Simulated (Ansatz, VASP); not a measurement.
# Two plane-wave programs on MgO

```
Mg O
1.0
     3.48638    0.00000    0.00000
    -1.74319    3.01929    0.00000
     0.00000    0.00000    4.30338
Mg O
2 2
Direct
  0.66667 0.33333 0.75000
  0.33333 0.66667 0.25000
  0.66667 0.33333 0.25000
  0.33333 0.66667 0.75000
```

Change from the starting cell: strain +0.000 along x and y, +0.030 along z, atoms carried along.

Alike in both runs: task single point; functional PBE; k mesh 6 × 6 × 6; occupations gaussian, width 0.05 eV; no spin polarisation.

```csv
,VASP,Ansatz
version,VASP 6.6.1,Ansatz 0.2.0
potentials or method,"VASP PAW PBE potentials, release 64 (Mg, O), cutoff 520 eV","scalar-relativistic, plane waves, PAW"
valence electrons in the cell,16,32
```

Ansatz gave:

```
gap on the k mesh at the Fermi level (eV)                     : 3.27
least direct gap on the mesh (eV)                             : 3.27
pressure (GPa)                                                : 0.6
traceless stress, the component that is largest in VASP (GPa) : -2.48
```

Problem. Which values does VASP return?

Solution. gap on the k mesh at the Fermi level (eV): 3.25; least direct gap on the mesh (eV): 3.25; pressure (GPa): 0.1; traceless stress, the component that is largest in VASP (GPa): -2.59.

With one functional, cell and mesh, what is left measures potentials, basis and numerics. VASP's potentials hold 16 valence electrons a cell and Ansatz's 32, so a difference there can come from the potentials and not from the codes.
